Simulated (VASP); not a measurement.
C, 2 atoms in the cell. It takes space group Fd-3m (No. 227, cubic). The conventional cell has a = 3.560 Å, b = 3.560 Å, c = 3.560 Å, α = 90.00°, β = 90.00°, γ = 90.00°. C (site symmetry -43m) has 4 C at 1.54 Å within 2.1 Å. 

| Item | Value |
| --- | --- |
| Program | VASP 6.6.1 |
| Task | single point |
| Functional | r2SCAN |
| Potentials or basis | VASP PAW PBE potentials, release 64 (C) |
| Cutoff | 660 eV |
| k mesh | 12 × 12 × 12 |
| Occupations | gaussian, width 0.02 eV |
| Spin | no spin polarisation |
| Dipole correction | no |
| Further INCAR settings | ALGO = Normal; EDIFF = 1e-06; NBANDS = 11 |

Potentials or basis: VASP PAW PBE potentials, release 64 (C).

Command:

```console
$ cat potpaw_PBE.64/C/POTCAR > POTCAR
$ cp INCAR.step1 INCAR
$ mpirun -np 1 vasp_std > vasp.out
$ cp INCAR.step2 INCAR
$ mpirun -np 1 vasp_std > vasp.out
```

Hardware: 1 thread of Intel Xeon 6975P-C, on a shared host.

Question: How long does it take, and how much memory?

Answer: Wall time 30 s on 1 thread of Intel Xeon 6975P-C (shared host), peak memory 0.14 GiB. Counts: k points 72.
